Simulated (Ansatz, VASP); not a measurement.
## Na: VASP beside Ansatz

Contents of INCAR:

```
ALGO = Normal ; EDIFF = 1E-6
ENCUT = 500 ; GGA = RP
GGA_COMPAT = False ; ISIF = 2
ISMEAR = -1 ; LASPH = True
LCHARG = False ; LREAL = False
LWAVE = False ; NBANDS = 14
NELM = 120 ; PREC = Accurate
SIGMA = 0.1
```

KPOINTS

```
k-points
0
Gamma
  8 8 8
```

POSCAR

```
Na
1.0
    0.0000000000      3.7218372588      3.7218372588
    3.7218372588      0.0000000000      3.7218372588
    3.7218372588      3.7218372588      0.0000000000
Na
2
Direct
    0.1250000000      0.1250000000      0.1250000000
    0.8750000000      0.8750000000      0.8750000000
```

Input for Ansatz:

```yaml
crystal:
  lattice:
    - [0.0, 3.7218372588, 3.7218372588]
    - [3.7218372588, 0.0, 3.7218372588]
    - [3.7218372588, 3.7218372588, 0.0]
  atoms:
    - { symbol: Na, position: [0.125, 0.125, 0.125] }
    - { symbol: Na, position: [0.875, 0.875, 0.875] }
hamiltonian:
  xc: rpbe
  pseudopotentials:
    kind: paw
    azcp:
      Na: "pseudopotentials/Na.paw.azcp"
basis:
  ecutwfc: 420
  fft_grid_basis: typed
kpoints:
  mp_grid: { grid: [8, 8, 8], shift: [0, 0, 0] }
magnetization:
  spin_polarized: false
scf:
  occupations: { method: fermi_dirac, width: 0.1 }
  lower_state_search: "off"
output:
  stress: true
```

Alike in both runs: task single point; functional RPBE; k mesh 8 × 8 × 8; occupations fermi-dirac, width 0.1 eV; no spin polarisation.

|  | VASP | Ansatz |
| --- | --- | --- |
| version | VASP 6.6.1 | Ansatz 0.2.0 |
| potentials or method | VASP PAW PBE potentials, release 64 (Na_pv), cutoff 500 eV | plane waves (420 eV) with PAW, scalar-relativistic |
| valence electrons in the cell | 14 | 18 |

```tsv
	VASP	Ansatz	Ansatz less VASP
pressure (GPa)	0.4	0.4	+0.02
```

VASP's potentials were made for PBE, not for RPBE. VASP's potentials hold 14 valence electrons a cell and Ansatz's 18, so a difference there can come from the potentials and not from the codes.
